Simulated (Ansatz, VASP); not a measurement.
# MgO in VASP and in Ansatz

Contents of INCAR:

```
SYSTEM = MgO
ALGO     = Normal         ! electronic algorithm
EDIFF    = 1E-6           ! SCF threshold, eV
ENCUT    = 520            ! plane-wave cutoff, eV
GGA      = PE             ! functional
ISIF     = 2              ! what is computed and relaxed
ISMEAR   = 0              ! smearing method
LASPH    = .TRUE.         ! aspherical terms in the spheres
LCHARG   = .TRUE.         ! write CHGCAR
LELF     = .TRUE.         ! ELF
LREAL    = .FALSE.        ! projectors in reciprocal space
LVHAR    = .TRUE.       
LWAVE    = .FALSE.        ! write WAVECAR
NBANDS   = 11             ! bands
NELM     = 100            ! most SCF steps
PREC     = Accurate       ! precision mode
SIGMA    = 0.05           ! smearing width, eV
```

KPOINTS

```
k-points
0
G
  10 10 10
  0 0 0
```

Contents of POSCAR:

```
MgO
1.0
    0.0000000000      2.0737498328      2.1269229054
    2.0737498328      0.0000000000      2.1269229054
    2.0737498328      2.0737498328      0.0000000000
Mg O
1 1
Direct
    0.0000000000      0.0000000000      0.0000000000
    0.5000000000      0.5000000000      0.5000000000
```

Input for Ansatz:

```yaml
crystal:
  lattice:
    - [0.0, 2.0737498328, 2.1269229054]
    - [2.0737498328, 0.0, 2.1269229054]
    - [2.0737498328, 2.0737498328, 0.0]
  atoms:
    - { symbol: Mg, position: [0.0, 0.0, 0.0] }
    - { symbol: O, position: [0.5, 0.5, 0.5] }
basis:
  ecutwfc: 420
kpoints:
  mp_grid: { grid: [10, 10, 10] }
hamiltonian:
  xc: pbe
scf:
  occupations: { method: gaussian, width: 0.05 }
output:
  forces: true
  stress: true
  eigenvalues: true
```

Change from the starting cell: strain -0.025 along x and y, +0.000 along z, atoms carried along.

Alike in both runs: task single point; functional PBE; k mesh 10 × 10 × 10; occupations gaussian, width 0.05 eV; no spin polarisation.

|  | VASP | Ansatz |
| --- | --- | --- |
| version | VASP 6.6.1 | Ansatz 0.2.0 |
| potentials or method | VASP PAW PBE potentials, release 64 (Mg, O), cutoff 520 eV | scalar-relativistic, plane waves, PAW |
| valence electrons in the cell | 8 | 16 |

```tsv
	VASP	Ansatz	Ansatz less VASP
gap on the k mesh at the Fermi level (eV)	4.90	4.91	+0.016
least direct gap on the mesh (eV)	4.90	4.91	+0.016
pressure (GPa)	7.9	8.6	+0.72
traceless stress, the component that is largest in VASP (GPa)	-3.88	-3.85	+0.029
```

VASP's potentials hold 8 valence electrons a cell and Ansatz's 16, so a difference there can come from the potentials and not from the codes.
